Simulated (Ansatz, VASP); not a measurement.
# Sn in VASP and in Ansatz

```xyz
1
Lattice="-1.9881 1.9881 1.6271 1.9881 -1.9881 1.6271 1.9881 1.9881 -1.6271" Properties=species:S:1:pos:R:3 pbc="T T T"
Sn    0.0000    0.0000    0.0000
```

Change from the starting cell: volume scaled by 0.9405.

Alike in both runs: task single point; functional PBE; k mesh 16 × 16 × 16; occupations fermi-dirac, width 0.05 eV; no spin polarisation.

|  | VASP | Ansatz |
| --- | --- | --- |
| version | VASP 6.6.1 | Ansatz 0.2.0 |
| potentials or method | VASP PAW PBE potentials, release 64 (Sn_d), cutoff 520 eV | all-electron LAPW, scalar-relativistic |

```tsv
	VASP	Ansatz	Ansatz less VASP
pressure (GPa)	4.6	4.7	+0.07
traceless stress, the component that is largest in VASP (GPa)	0.89	0.90	+0.004
```

Ansatz ran all-electron here, and VASP with PAW potentials.
